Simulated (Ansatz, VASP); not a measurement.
**Two plane-wave programs on I**

```
I
1.0
     6.65070    0.00000    0.00000
    -3.32535    5.75968    0.00000
     0.00000    0.00000    4.07717
I
3
Cartesian
  0.0000 0.0000 0.0000
  0.0000 3.8398 2.0386
  3.3254 1.9199 2.0386
```

Alike in both runs: task single point; functional PBE; k mesh 3 × 3 × 4; occupations gaussian, width 0.1 eV; no spin polarisation.

|  | VASP | Ansatz |
| --- | --- | --- |
| version | VASP 6.6.1 | Ansatz 0.2.0 |
| potentials or method | VASP PAW PBE potentials, release 64 (I), cutoff 520 eV | scalar-relativistic, plane waves, PAW |
| valence electrons in the cell | 21 | 51 |

|  | VASP | Ansatz | Ansatz less VASP |
| --- | --- | --- | --- |
| gap on the k mesh at the Fermi level (eV) | none | none | - |
| pressure (GPa) | -3.0 | -3.0 | +0.01 |
| traceless stress, the component that is largest in VASP (GPa) | -0.83 | -0.84 | -0.007 |

A gap of «none» marks a metal or a gap that the smearing closes. The functional is the same, so the differences come from potentials, cutoffs and numerics. VASP's potentials hold 21 valence electrons a cell and Ansatz's 51, so a difference there can come from the potentials and not from the codes.

The k mesh is coarse, so the values compare programs but aren't converged. Neither program's run includes spin-orbit coupling.
